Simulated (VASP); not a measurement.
Write the native input for VASP 6.6.1 that does the following.

```yaml
Task: single point
Functional: PBEsol
Potentials_or_basis: VASP PAW PBE potentials, release 64 (Sc_sv)
Cutoff: 520 eV
k_mesh: 6 × 6 × 6
Occupations: fermi-dirac, width 0.1 eV
Spin: no spin polarisation
Dipole_correction: no
Further_INCAR_settings: ALGO = Normal; EDIFF = 1e-06; NBANDS = 18
```

The structure of Sc lies in POSCAR:

```
Sc
1.0
    0.0000000000      2.5639625000      2.5639625000
    2.5639625000      0.0000000000      2.5639625000
    2.5639625000      2.5639625000      0.0000000000
Sc
2
Direct
    0.0000000000      0.0000000000      0.0000000000
    0.2500000000      0.2500000000      0.2500000000
```

These files were run (other wordings do the same):

INCAR

```
SYSTEM = Sc
ALGO = Normal
EDIFF = 1E-6
ENCUT = 520
GGA = PS
ISIF = 2
ISMEAR = -1
LASPH = .True.
LCHARG = .True.
LELF = .True.
LREAL = .False.
LVHAR = .True.
LWAVE = .False.
NBANDS = 18
NELM = 60
PREC = Accurate
SIGMA = 0.1
```

KPOINTS

```
k-points
0
Gamma
  6 6 6
  0 0 0
```

Potentials or basis: VASP PAW PBE potentials, release 64 (Sc_sv).

The run is started by

```sh
$ cat potpaw_PBE.64/Sc_sv/POTCAR > POTCAR
$ mpirun -np 1 vasp_std > vasp.out
```

Results of the run:

- Pressure: 16.6 GPa
- Band gap on the k mesh: zero (band 11 reaches 6.58 eV, above the bottom of band 12 at 5.06 eV)

Caveat: the PAW data sets were made with another functional, which shifts forces and pressure a little.

It took 11 s on 1 thread of AMD EPYC 7R43 64-Core Processor (Zen 3), with other jobs on the host, peak memory 0.12 GiB.
